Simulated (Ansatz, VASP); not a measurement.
One calculation of BP, two programs

```xyz
2
Lattice="0.0000 2.2677 2.2677 2.2677 0.0000 2.2677 2.2677 2.2677 0.0000" Properties=species:S:1:pos:R:3 pbc="T T T"
B     0.0000    0.0000    0.0000
P     3.4016    3.4016    3.4016
```

Alike in both runs: task single point; functional r2SCAN; k mesh 8 × 8 × 8; occupations gaussian, width 0.05 eV; no spin polarisation.

```csv
,VASP,Ansatz
version,VASP 6.6.1,Ansatz 0.2.0
potentials or method,"VASP PAW PBE potentials, release 64 (B, P), cutoff 520 eV","scalar-relativistic, plane waves, PAW"
valence electrons in the cell,8,8
```

|  | VASP | Ansatz | Ansatz less VASP |
| --- | --- | --- | --- |
| gap on the k mesh at the Fermi level (eV) | 1.47 | 1.44 | -0.030 |
| least direct gap on the mesh (eV) | 3.64 | 3.60 | -0.040 |
| pressure (GPa) | -0.4 | 0.1 | +0.51 |

VASP's potentials were made for PBE, not for r2SCAN.
